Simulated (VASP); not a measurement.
# Sr (I4/mmm) in VASP: notebook

Runs on Sr. Level: PBEsol. Tasks: single point.

Everything below comes from runs of VASP 6.6.1. Logs are shortened: lines on timing, memory, paths and dates and some standing lists are left out, and cuts for length are marked.

### Step 1. The cell of the first run

Symmetry: I4/mmm, No. 139, tetragonal system. The conventional cell has a = 4.267 Å, b = 4.267 Å, c = 5.845 Å, α = 90.00°, β = 90.00°, γ = 90.00°. Within 5.5 Å of Sr (site symmetry 4/mmm) lie 12 Sr at 4.20 to 4.27 Å.

### Step 2. Single point, PBEsol (biaxial strain in the a-b plane: +2.0 %)

INCAR

```
PREC = Accurate ; ENCUT = 520
EDIFF = 1E-6 ; ISMEAR = 0
SIGMA = 0.1 ; LREAL = False
LASPH = True ; NELM = 80
ALGO = Fast ; ISIF = 2
LWAVE = False ; LCHARG = False
GGA = PS ; NBANDS = 17
```

KPOINTS

```
Automatic mesh
0
Gamma
  12 12 10
```

POSCAR

```
Sr
1.0
    3.0170777871      3.0170777871      0.0000000000
   -3.0170777871      3.0170777871      0.0000000000
    0.0000000000      0.0000000000      5.8448487326
Sr
2
Direct
    0.0000000000      0.0000000000      0.0000000000
    0.5000000000      0.5000000000      0.5000000000
```

Potentials or basis: VASP PAW PBE potentials, release 64 (Sr_sv).

The run is started by

```console
$ cat potpaw_PBE.64/Sr_sv/POTCAR > POTCAR
$ mpirun -np 1 vasp_std > vasp.out
```

OUTCAR:

```text
PREC = Accurate
   ENCUT = 520
   EDIFF = 1E-6
   ISMEAR = 0
   LREAL = False
   LASPH = True
   NELM = 80
   ISIF = 2
   GGA = PS

 ion  position               nearest neighbor table
   1  0.000  0.000  0.000-   2 4.20   2 4.20   2 4.20   2 4.20   2 4.20   2 4.20   2 4.20   2 4.20

   2  0.500  0.500  0.500-   1 4.20   1 4.20   1 4.20   1 4.20   1 4.20   1 4.20   1 4.20   1 4.20

  LATTYP: Found a simple tetragonal cell.
 ALAT       =     4.2667923253
 C/A-ratio  =     1.3698460781

  Lattice vectors:

 A1 = (   3.0170777871,   3.0170777871,   0.0000000000)
 A2 = (  -3.0170777871,   3.0170777871,   0.0000000000)
 A3 = (   0.0000000000,   0.0000000000,   5.8448487326)

Analysis of symmetry for initial positions (statically):
=====================================================================
 Subroutine PRICEL returns following result:

  LATTYP: Found a body centered tetragonal cell.
 ALAT       =     4.2667923253
 C/A-ratio  =     1.3698460781

  Lattice vectors:

 A1 = (   0.0000000000,  -3.0170777871,  -2.9224243663)
 A2 = (   0.0000000000,   3.0170777871,  -2.9224243663)
 A3 = (   3.0170777871,   0.0000000000,   2.9224243663)

   2 primitive cells build up your supercell.

 Routine SETGRP: Setting up the symmetry group for a
 simple tetragonal supercell.

 Subroutine GETGRP returns: Found 16 space group operations
 (whereof 16 operations were pure point group operations)
 out of a pool of 16 trial point group operations.

The static configuration has the point symmetry D_4h.

Analysis of symmetry for dynamics (positions and initial velocities):
=====================================================================
 Subroutine PRICEL returns following result:

  LATTYP: Found a body centered tetragonal cell.
 ALAT       =     4.2667923253
 C/A-ratio  =     1.3698460781

  Lattice vectors:

 A1 = (   0.0000000000,  -3.0170777871,  -2.9224243663)
 A2 = (   0.0000000000,   3.0170777871,  -2.9224243663)
 A3 = (   3.0170777871,   0.0000000000,   2.9224243663)

   2 primitive cells build up your supercell.

 Routine SETGRP: Setting up the symmetry group for a
 simple tetragonal supercell.
[... 95 lines left out ...]
   ISTART =      0    job   : 0-new  1-cont  2-samecut
   ICHARG =      2    charge: 1-file 2-atom 10-const
   ISPIN  =      1    spin polarized calculation?
   LNONCOLLINEAR =      F non collinear calculations
   LSORBIT =      F    spin-orbit coupling
   LASPH  =      T    aspherical Exc in radial PAW
   ENCUT  =  520.0 eV  38.22 Ry    6.18 a.u.   7.93  7.93 10.87*2*pi/ulx,y,z
   NELM   =     80;   NELMIN=  2; NELMDL= -5     # of ELM steps
   EDIFF  = 0.1E-05   stopping-criterion for ELM
   LREAL  =      F    real-space projection
   EDIFFG = 0.1E-04   stopping-criterion for IOM
   NSW    =      0    number of steps for IOM
   IBRION =     -1    ionic relax: 0-MD 1-quasi-New 2-CG
   NFREE  =      0    steps in history (QN), initial steepest desc. (CG)
   ISIF   =      2    stress and relaxation
   ISYM   =      2    0-nonsym 1-usesym 2-fastsym
   POTIM  = 0.5000    time-step for ionic-motion
   TEBEG  =    0.0;   TEEND  =   0.0 temperature during run
   PSTRESS=    0.0 pullay stress
   NELECT =      20.0000    total number of electrons
   NUPDOWN=      -1.0000    fix difference up-down
   EMIN   =  10.00;   EMAX   =-10.00  energy-range for DOS
   EFERMI =   0.00;   METHOD = LEGACY
   ISMEAR =     0;   SIGMA  =   0.10  broadening in eV -4-tet -1-fermi 0-gaus
   EFERMI_NEDOS =   21; number of points for ismear=-14 and -15
   IALGO  =     68    algorithm
   IMIX   =      4    mixing-type and parameters
     AMIX     =   0.40;   BMIX     =  1.00
     AMIX_MAG =   1.60;   BMIX_MAG =  1.00
  volume/ion in A,a.u.               =      53.20       359.04
  Fermi-wavevector in a.u.,A,eV,Ry     =   0.937762  1.772114 11.964936  0.879398
  Thomas-Fermi vector in A             =   2.064906
   LORBIT       =      0    0 simple, 1 ext, 2 COOP (PROOUT), +10 PAW based schemes
   GGA     = PS    functional components
   LHFCALC =     F    Hartree Fock is set to
   AEXX    =    0.0000 exact exchange contribution
   IVDW    =     0    specifies the selected vdW correction
   LEPSILON=     F    determine dielectric tensor
   LRPA    =     F    only Hartree local field effects (RPA)
 non-spin polarized calculation
 RMM-DIIS sequential band-by-band and
 Gauss-broadening in eV      SIGMA  =   0.10
  energy-cutoff  :      520.00
  volume of cell :      106.41
 maximum number of plane-waves:      2888
 NGX is ok and might be reduce to    32
   NGX = 15   NGY = 15   NGZ = 21

 number of electron      20.0000000 magnetization

 Free energy of the ion-electron system (eV)
  ---------------------------------------------------
  ext. energy  EPLUGINS =         0.00000000
  ---------------------------------------------------
  free energy    TOTEN  =        -3.68323260 eV

  energy without entropy =       -3.67132335  energy(sigma->0) =       -3.67727797

 E-fermi :   1.6229     XC(G=0):  -7.5346

 val. band max:        1.6071045281   @ k =   0.2500   0.1667   0.0000
 cond. band min:       1.6234338606   @ k =   0.3333   0.0000   0.2000
 fundamental gap:      0.0163293325
 Fermi energy:         1.6229232914

 k-point     1 :       0.0000    0.0000    0.0000
  band No.  band energies     occupation
      1     -34.8656      2.00000
      2     -34.8421      2.00000
      3     -16.9702      2.00000
      4     -16.8512      2.00000
      5     -16.8512      2.00000
      6     -16.7619      2.00000
[... 457 lines left out ...]
      4     -16.9417      2.00000
      5     -16.8604      2.00000
      6     -16.8337      2.00000
[... 9 lines left out ...]
     16       5.5339      0.00000
     17       5.7154      0.00000

 [... further k-points ...]

------------------------ aborting loop because EDIFF is reached ----------------------------------------

  FORCE on cell =-STRESS in cart. coord.  units (eV):
  Direction    XX          YY          ZZ          XY          YZ          ZX
  --------------------------------------------------------------------------------------
  -------------------------------------------------------------------------------------
  Total       -0.2215890     -0.2215890     -0.1505462      0.0000000      0.0000000      0.0000000
  in kB       -3.3364332     -3.3364332     -2.2667521      0.0000000      0.0000000      0.0000000
  external PRESSURE =      -2.9798729 kB  Pullay stress =       0.0000000 kB

 VOLUME and BASIS-vectors are now :
 -----------------------------------------------------------------------------
  energy-cutoff  :      520.00
  volume of cell :      106.41
      direct lattice vectors                 reciprocal lattice vectors
     3.017077787  3.017077787  0.000000000     0.165723271  0.165723271  0.000000000
    -3.017077787  3.017077787  0.000000000    -0.165723271  0.165723271  0.000000000
     0.000000000  0.000000000  5.844848733     0.000000000  0.000000000  0.171090826

 POSITION                                       TOTAL-FORCE (eV/Angst)
 -----------------------------------------------------------------------------------
      0.00000      0.00000      0.00000        -0.000000      0.000000      0.000000
      0.00000      3.01708      2.92242         0.000000     -0.000000     -0.000000
 -----------------------------------------------------------------------------------
    total drift:                               -0.000000      0.000000     -0.000000

  FREE ENERGIE OF THE ION-ELECTRON SYSTEM (eV)
  ---------------------------------------------------
  free  energy   TOTEN  =        -3.6832325989 eV

  energy  without entropy=       -3.6713233468  energy(sigma->0) =       -3.67727797
```

stdout:

```text
POSCAR found type information on POSCAR Sr
 POSCAR found :  1 types and       2 ions
 scaLAPACK will be used
 -----------------------------------------------------------------------------
|                                                                             |
|                                                                             |
|     You enforced a specific xc type in the INCAR file but a different       |
|     I HOPE YOU KNOW WHAT YOU ARE DOING!                                     |
|                                                                             |
 -----------------------------------------------------------------------------

 LDA part: xc-table for (Slater+PW92), standard interpolation
 POSCAR, INCAR and KPOINTS ok, starting setup
 FFT: planning ... GRIDC
 FFT: planning ... GRID_SOFT
 FFT: planning ... GRID
 WAVECAR not read
 entering main loop
WARNING in EDDRMM: call to ZHEGV failed, returncode =   6  3     13
```

It took 92 s on 1 thread of Intel Xeon 6975P-C (Granite Rapids), shared host; peak memory 0.39 GiB.

What came out:

* Free energy: -3.6832 eV
* Pressure: -0.3 GPa
* Band gap on the k mesh: zero (bands 10 and 11 overlap by 0.06 eV)

Levels at points of the mesh, in eV from the Fermi level:
```
           k point  band 7  band 8  band 9  band 10  band 11  band 12  band 13  band 14
(0.00, 0.00, 0.00)  -18.38  -18.38   -3.72    -0.64     0.24     1.31     2.30     2.30
(0.50, 0.00, 0.00)  -18.42  -18.42   -1.42    -1.42     0.93     0.93     1.23     1.23
(0.50, 0.50, 0.00)  -18.45  -18.45   -0.72    -0.72     0.32     0.32     1.02     1.02
(0.00, 0.00, 0.50)  -18.43  -18.43   -2.39    -2.39     1.09     1.09     2.26     2.26
(0.50, 0.00, 0.50)  -18.41  -18.41   -1.17    -1.17     0.10     0.10     2.08     2.08
(0.50, 0.50, 0.50)  -18.47  -18.47    0.06     0.06     0.59     0.59     0.59     0.59
```

Caveat: the cell differs from its parent crystal (biaxial strain in the a-b plane: +2.0 %); the PAW data sets were made with another functional, which shifts forces and pressure a little.

### Step 3. Single point, PBEsol (biaxial strain in the a-b plane: +3.0 %)

INCAR

```
ALGO     = Fast           # electronic algorithm
EDIFF    = 1E-6           # SCF threshold, eV
ENCUT    = 520            # plane-wave cutoff, eV
GGA      = PS             # functional
ISIF     = 2              # what is computed and relaxed
ISMEAR   = 0              # smearing method
LASPH    = True           # aspherical terms in the spheres
LCHARG   = False          # write CHGCAR
LREAL    = False          # projectors in reciprocal space
LWAVE    = False          # write WAVECAR
NBANDS   = 17             # bands
NELM     = 80             # most SCF steps
PREC     = Accurate       # precision mode
SIGMA    = 0.1            # smearing width, eV
```

KPOINTS

```
k-points
0
Gamma
  12 12 10
```

POSCAR

```
Sr
1.0
    3.0466569811      3.0466569811      0.0000000000
   -3.0466569811      3.0466569811      0.0000000000
    0.0000000000      0.0000000000      5.8093536998
Sr
2
Direct
    0.0000000000      0.0000000000      0.0000000000
    0.5000000000      0.5000000000      0.5000000000
```

Potentials or basis: VASP PAW PBE potentials, release 64 (Sr_sv).

The run is started by

```console
$ cat potpaw_PBE.64/Sr_sv/POTCAR > POTCAR
$ mpirun -np 1 vasp_std > vasp.out
```

Wall time 90 s (1 thread of Intel Xeon 6975P-C (Granite Rapids), shared host); peak memory 0.4 GiB.

It converged, with:

```
Free energy            : -3.6790 eV
Pressure               : -0.4 GPa
Band gap on the k mesh : zero (bands 10 and 11 overlap by 0.09 eV)
```

Stress tensor (GPa, compression positive):
```
-0.50  0.00  0.00
 0.00 -0.50  0.00
 0.00  0.00 -0.34
```

Levels at points of the mesh, in eV from the Fermi level:
```
           k point  band 8  band 9  band 10  band 11  band 12  band 13
(0.00, 0.00, 0.00)  -18.41   -3.70    -0.60     0.23     1.37     2.27
(0.50, 0.00, 0.00)  -18.45   -1.44    -1.44     0.98     0.98     1.23
(0.50, 0.50, 0.00)  -18.47   -0.72    -0.72     0.35     0.35     0.95
(0.00, 0.00, 0.50)  -18.46   -2.36    -2.36     1.09     1.09     2.32
(0.50, 0.00, 0.50)  -18.43   -1.16    -1.16     0.09     0.09     2.02
(0.50, 0.50, 0.50)  -18.49    0.08     0.08     0.57     0.57     0.57
```

Caveat: the cell differs from its parent crystal (biaxial strain in the a-b plane: +3.0 %); the PAW data sets were made with another functional, which shifts forces and pressure a little.
